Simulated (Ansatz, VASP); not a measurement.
## BaTe: VASP beside Ansatz

```xyz
2
Lattice="-0.0331 3.9007 3.9007 3.9007 -0.0331 3.9007 3.9007 3.9007 -0.0331" Properties=species:S:1:pos:R:3 pbc="T T T"
Ba   -0.0069   -0.0069   -0.0069
Te    1.9490    1.9490    1.9490
```

Change from the starting cell: epitaxial_111 strain +0.5%.

Alike in both runs: task single point; functional r2SCAN; k mesh 6 × 6 × 6; no spin polarisation.

|  | VASP | Ansatz |
| --- | --- | --- |
| version | VASP 6.6.1 | Ansatz 0.2.0 |
| potentials or method | VASP PAW PBE potentials, release 64 (Ba_sv, Te) | plane waves, PAW |
| plane-wave cutoff (eV) | 550 | 500 |
| occupations | gaussian, width 0.01 eV | fixed |
| valence electrons in the cell | 16 | 26 |

|  | VASP | Ansatz | Ansatz less VASP |
| --- | --- | --- | --- |
| gap on the k mesh at the Fermi level (eV) | 2.94 | 2.93 | -0.008 |
| pressure (GPa) | 0.1 | -0.1 | -0.20 |

VASP's potentials were made for PBE, not for r2SCAN. VASP's potentials hold 16 valence electrons a cell and Ansatz's 26, so a difference there can come from the potentials and not from the codes.

Spin-orbit coupling is off throughout.
